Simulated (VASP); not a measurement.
A run of VASP 6.6.1 is set up as follows.

Contents of INCAR:

```
ALGO = Fast ; EDIFF = 1E-7
ENCUT = 520 ; GGA = PS
ISIF = 2 ; ISMEAR = 0
LASPH = True ; LCHARG = False
LREAL = False ; LWAVE = False
NBANDS = 21 ; NELM = 80
PREC = Accurate ; SIGMA = 0.15
```

The input KPOINTS:

```
k-points
0
Gamma
  24 24 12
```

File POSCAR:

```
Ru
1.0
    2.7057993342      0.0000000000      0.0000000000
   -1.3528996671      2.3432909610      0.0000000000
    0.0000000000      0.0000000000      4.2819000000
Ru
2
Direct
    0.1904540978      0.6026541294      0.2500000000
    0.6666666667      0.3333333333      0.7500000000
```

Potentials or basis: VASP PAW PBE potentials, release 64 (Ru_pv).

Command:

```sh
$ cat potpaw_PBE.64/Ru_pv/POTCAR > POTCAR
$ mpirun -np 1 vasp_std > vasp.out
```

Predict the pressure.

-0.6 GPa.

What does it give for the largest force?

1.977 eV/Å.

What does it give for the band gap on the k mesh?

Zero (bands 14 and 15 overlap by 3.06 eV).

Forces on the atoms (eV/Å):
```
Ru   1.786  0.848  0.000
Ru  -1.786 -0.848  0.000
```

Caveat: the cell differs from its parent crystal (atom 1 (Ru) moved by (-0.300, -0.150) A along x and y); the stress differs along the axes, from -6 to 5 GPa; the PAW data sets were made with another functional, which shifts forces and pressure a little.
